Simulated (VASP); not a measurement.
Set up this calculation in VASP 6.6.1, as the native input.

| Quantity | Value |
| --- | --- |
| Task | single point |
| Functional | PBEsol |
| Potentials or basis | VASP PAW PBE potentials, release 64 (Zn, Cd, Te) |
| Cutoff | 520 eV |
| k mesh | 4 × 4 × 4 |
| Occupations | fermi-dirac, width 0.05 eV |
| Spin | no spin polarisation |
| Dipole correction | no |
| Further INCAR settings | ALGO = Normal; EDIFF = 1e-06; NBANDS = 36 |

The structure of ZnCd2Te3 lies in POSCAR:

```
ZnCd2Te3
1.0
    2.0207789746     -7.9715334113     -0.6810857370
    3.2199312375      8.3940005026      0.5583792872
   -0.0864387148      0.3021642059      4.2571277875
Zn Cd Te
1 2 3
Direct
    0.2088902782      0.3724419844     -0.0447915192
    0.7217563575     -0.0418957050      0.6868726818
   -0.2297883488      0.3166982231      0.3875334627
    0.4077873530      0.1340290286     -0.1934572207
    0.2998752895      0.7200203877      0.1461004424
    0.5226881226      0.5167339611      0.5079658547
```

The input as run:

INCAR

```
SYSTEM = ZnCd2Te3
ALGO     = Normal         ! electronic algorithm
EDIFF    = 1E-6           ! SCF threshold, eV
ENCUT    = 520            ! plane-wave cutoff, eV
GGA      = PS             ! functional
ISIF     = 2              ! what is computed and relaxed
ISMEAR   = -1             ! smearing method
LASPH    = .True.         ! aspherical terms in the spheres
LCHARG   = .True.         ! write CHGCAR
LELF     = .True.         ! ELF
LREAL    = .False.        ! projectors in reciprocal space
LVHAR    = .True.       
LWAVE    = .False.        ! write WAVECAR
NBANDS   = 36             ! bands
NELM     = 100            ! most SCF steps
PREC     = Accurate       ! precision mode
SIGMA    = 0.05           ! smearing width, eV
```

KPOINTS

```
k-points
0
Gamma
  4 4 4
  0 0 0
```

Potentials or basis: VASP PAW PBE potentials, release 64 (Zn, Cd, Te).

Run with:

```console
$ cat potpaw_PBE.64/Zn/POTCAR potpaw_PBE.64/Cd/POTCAR potpaw_PBE.64/Te/POTCAR > POTCAR
$ mpirun -np 1 vasp_std > vasp.out
```

It gave:

```json
{
  "Pressure": "0.2 GPa",
  "Largest force": "0.030 eV/Å",
  "Band gap on the k mesh": "zero (band 27 reaches 4.07 eV, above the bottom of band 28 at 3.64 eV)"
}
```

Caveat: the k points lie up to 0.37 Å⁻¹ apart; the PAW data sets were made with another functional, which shifts forces and pressure a little; spin-orbit coupling is left out, which moves the levels of the heavy elements.

Run time: 5 min on 1 thread of Intel Xeon 6975P-C, with other jobs on the host, peak memory 0.51 GiB.
